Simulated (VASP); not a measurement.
Li3SiP2:

```xyz
6
Lattice="3.5947 2.0754 2.9351 -3.5947 2.0754 2.9351 0.0000 -4.1508 2.9351" Properties=species:S:1:pos:R:3 pbc="T T T"
Li    0.0000    2.0754    2.9351
Li    1.7974   -1.0377    2.9351
Li   -1.7974   -1.0377    2.9351
Si    0.0000    0.0000    0.0000
P     0.0000    0.0000    6.6039
P     0.0000    0.0000    2.2013
```

| Quantity | Value |
| --- | --- |
| Program | VASP 6.6.1 |
| Task | relaxation of cell and atoms |
| Functional | PBE |
| Potentials or basis | VASP PAW PBE potentials, release 64 (Li_sv, Si, P) |
| Cutoff | 600 eV |
| k mesh | 4 × 4 × 4 |
| Occupations | gaussian, width 0.1 eV |
| Spin | no spin polarisation |

At the start: pressure 2.5 GPa; volume 21.90 Å³/atom.

Question: Where does the relaxation end?

Answer: Over 19 steps the energy falls by 140.4 meV/atom and the volume is 23.44 Å³/atom (+7.1 %); space group R-3m (No. 166, to 0.05 Å).

Step by step:
```csv
step,energy change (eV),largest force (eV/Å),pressure (GPa),volume (Å³)
1,0.0000,1.6856,2.51,131.38
2,-0.3829,1.1244,3.32,137.73
3,-0.3972,0.5951,2.97,136.81
4,-0.5128,0.1472,0.57,146.52
5,-0.5230,0.0293,-0.35,151.30
6,-0.5232,0.0123,-0.26,150.81
7,-0.5401,0.3220,-0.20,152.54
8,-0.5419,0.4709,-0.16,153.30
9,-0.5600,0.4468,-0.33,154.07
10,-0.6096,0.3931,-0.85,156.29
11,-0.6621,0.3086,-1.81,160.17
12,-0.6791,0.2984,-1.80,159.37
13,-0.7222,0.2676,-1.75,156.91
14,-0.7371,0.2043,-1.31,151.74
15,-0.7458,0.2648,-1.56,154.18
16,-0.7813,0.1702,-1.36,151.50
17,-0.8363,0.0962,-0.63,144.06
18,-0.8385,0.1625,-0.40,142.20
19,-0.8426,0.0048,0.03,140.65
```

Final structure:
```
CELL_PARAMETERS angstrom
4.08122 2.35629 2.43772
-4.08122 2.35629 2.43772
0.00000 -4.71259 2.43772
ATOMIC_POSITIONS crystal
Li 0.50000 0.50000 0.00000
Li 0.50000 0.00000 0.50000
Li 0.00000 0.50000 0.50000
Si 0.00000 0.00000 0.00000
P 0.70896 0.70896 0.70896
P 0.29104 0.29104 0.29104
```

Caveat: the cutoff is under 1.25 times the usual one of these potentials, so pressure, stress and relaxed cells hold a basis-set (Pulay) error.
